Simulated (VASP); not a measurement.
LiCl: single point with LDA

The system is LiCl.

```xyz
2
Lattice="0.0000 2.5648 2.6930 2.5648 0.0000 2.6930 2.5648 2.5648 0.0000" Properties=species:S:1:pos:R:3 pbc="T T T"
Li    0.0000    0.0000    0.0000
Cl    2.5648    2.5648    2.6930
```

This cell differs from its parent crystal: strain +0.000 along x and y, +0.050 along z.

```
Program                : VASP 6.6.1
Task                   : single point
Functional             : LDA
Potentials or basis    : VASP PAW LDA potentials, release 64 (Li_sv, Cl)
Cutoff                 : 520 eV
k mesh                 : 8 × 8 × 8
Occupations            : gaussian, width 0.05 eV
Spin                   : no spin polarisation
Dipole correction      : no
Further INCAR settings : ALGO = Normal; EDIFF = 1e-06; NBANDS = 12
```

- Band gap on the k mesh: 5.66 eV, direct

Levels at points of the mesh, in eV from the valence-band top:
```
           k point  band 3  band 4  band 5  band 6  band 7  band 8
(0.00, 0.00, 0.00)   -0.11   -0.11    0.00    5.66   11.36   11.77
(0.50, 0.00, 0.00)   -2.78   -0.37   -0.25    6.28    8.95    9.30
(0.50, 0.50, 0.00)   -2.85   -1.03   -1.03    7.53    8.15   11.20
(0.50, 0.00, 0.50)   -2.85   -1.33   -1.01    7.44    7.93   11.84
```

It took 36 s on 1 thread of AMD EPYC 7R43 64-Core Processor (Zen 3) (shared host), peak memory 0.11 GiB.

Caveat: the cell differs from its parent crystal (strain +0.000 along x and y, +0.050 along z). A k mesh can miss the band edges.
